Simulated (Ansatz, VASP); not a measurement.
ZnS: VASP beside Ansatz

The input POSCAR:

```
ZnS
1.0
    0.0000000000      2.6200737179      2.8820810897
    2.6200737179      0.0000000000      2.8820810897
    2.6200737179      2.6200737179      0.0000000000
Zn S
1 1
Direct
    0.0000000000      0.0000000000      0.0000000000
    0.7500000000      0.7500000000      0.7500000000
```

The input INCAR.step1:

```
PREC = Accurate
ENCUT = 520
ISMEAR = 0
SIGMA = 0.05
LREAL = F
LASPH = T
NELM = 80
NBANDS = 16
GGA = PE
ALGO = Normal
EDIFF = 1E-4
LWAVE = T
LCHARG = F
```

INCAR.step2

```
PREC = Accurate
ENCUT = 520
EDIFF = 1E-6
ISMEAR = 0
SIGMA = 0.05
LREAL = F
LASPH = T
NELM = 80
ALGO = Normal
ISIF = 2
LWAVE = F
LCHARG = F
METAGGA = R2SCAN
LMIXTAU = T
NBANDS = 16
ISTART = 1
```

KPOINTS

```
regular mesh
0
Gamma
  8 8 8
```

Input for Ansatz:

```yaml
crystal:
  lattice:
    - [0.0, 2.6200737179, 2.8820810897]
    - [2.6200737179, 0.0, 2.8820810897]
    - [2.6200737179, 2.6200737179, 0.0]
  atoms:
    - { symbol: Zn, position: [0.0, 0.0, 0.0] }
    - { symbol: S, position: [0.75, 0.75, 0.75] }
basis:
  ecutwfc: 500
kpoints:
  mp_grid: { grid: [8, 8, 8] }
hamiltonian:
  xc: r2scan
scf:
  occupations: { method: gaussian, width: 0.05 }
output:
  forces: true
  stress: true
  eigenvalues: true
```

Alike in both runs: task single point; functional r2SCAN; k mesh 8 × 8 × 8; occupations gaussian, width 0.05 eV; no spin polarisation.

|  | VASP | Ansatz |
| --- | --- | --- |
| version | VASP 6.6.1 | Ansatz 0.2.0 |
| potentials or method | VASP PAW PBE potentials, release 64 (Zn, S), cutoff 520 eV | scalar-relativistic, plane waves, PAW |
| valence electrons in the cell | 18 | 18 |

|  | VASP | Ansatz | Ansatz less VASP |
| --- | --- | --- | --- |
| gap on the k mesh at the Fermi level (eV) | 2.49 | 2.48 | -0.010 |
| least direct gap on the mesh (eV) | 2.49 | 2.48 | -0.010 |
| pressure (GPa) | -1.0 | -1.1 | -0.03 |
| traceless stress, the component that is largest in VASP (GPa) | -3.31 | -3.32 | -0.015 |

VASP's potentials were made for PBE, not for r2SCAN.
